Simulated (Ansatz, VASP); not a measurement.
Ta3N4 in VASP and in Ansatz

File INCAR:

```
PREC = Accurate
ENCUT = 520
EDIFF = 1E-6
ISMEAR = 0
SIGMA = 0.1
LREAL = F
LASPH = T
NELM = 80
ALGO = Normal
ISIF = 2
LWAVE = F
LCHARG = F
GGA = PE
IVDW = 12
NBANDS = 36
```

KPOINTS

```
regular mesh
0
Gamma
  6 6 2
```

File POSCAR:

```
Ta3N4
1.0
    3.0315000000      0.0000000000      0.0000000000
   -1.5157500000      2.6253560100      0.0000000000
    0.0000000000      0.0000000000      9.7280699100
Ta N
3 4
Direct
    0.0000000000      0.0000000000      0.0000000000
    0.0000000000      0.0000000000      0.2567142300
    0.0000000000      0.0000000000      0.7432857700
    0.3333333300      0.6666666700      0.8716428800
    0.6666666700      0.3333333300      0.1283571200
    0.3333333300      0.6666666700      0.3850713500
    0.6666666700      0.3333333300      0.6149286500
```

Input for Ansatz:

```yaml
crystal:
  lattice:
    - [3.0315, 0.0, 0.0]
    - [-1.51575, 2.62535601, 0.0]
    - [0.0, 0.0, 9.72806991]
  atoms:
    - { symbol: Ta, position: [0.0, 0.0, 0.0] }
    - { symbol: Ta, position: [0.0, 0.0, 0.25671423] }
    - { symbol: Ta, position: [0.0, 0.0, 0.74328577] }
    - { symbol: "N", position: [0.33333333, 0.66666667, 0.87164288] }
    - { symbol: "N", position: [0.66666667, 0.33333333, 0.12835712] }
    - { symbol: "N", position: [0.33333333, 0.66666667, 0.38507135] }
    - { symbol: "N", position: [0.66666667, 0.33333333, 0.61492865] }
basis:
  ecutwfc: 420
kpoints:
  mp_grid: { grid: [6, 6, 2] }
hamiltonian:
  xc: pbe
  dispersion: d3bj
scf:
  occupations: { method: gaussian, width: 0.1 }
  lower_state_search: "off"
output:
  forces: true
  stress: true
  eigenvalues: true
```

Alike in both runs: task single point; functional PBE; dispersion D3(BJ); k mesh 6 × 6 × 2; occupations gaussian, width 0.1 eV; no spin polarisation.

|  | VASP | Ansatz |
| --- | --- | --- |
| version | VASP 6.6.1 | Ansatz 0.2.0 |
| potentials or method | VASP PAW PBE potentials, release 64 (Ta_pv, N), cutoff 520 eV | scalar-relativistic, plane waves, PAW |
| valence electrons in the cell | 53 | 59 |

```csv
,VASP,Ansatz,Ansatz less VASP
gap on the k mesh at the Fermi level (eV),none,none,-
pressure (GPa),19.6,18.7,-0.89
"traceless stress, the component that is largest in VASP (GPa)",10.86,10.65,-0.214
rms of the force components (eV/Å),3.345,3.348,+0.0029
```

Atom by atom the forces differ by 0.022 eV/Å (rms over components). A gap of «none» marks a metal or a gap that the smearing closes. VASP's potentials hold 53 valence electrons a cell and Ansatz's 59, so a difference there can come from the potentials and not from the codes.

The k mesh is coarse, so the values compare programs but aren't converged. Spin-orbit coupling is off throughout.
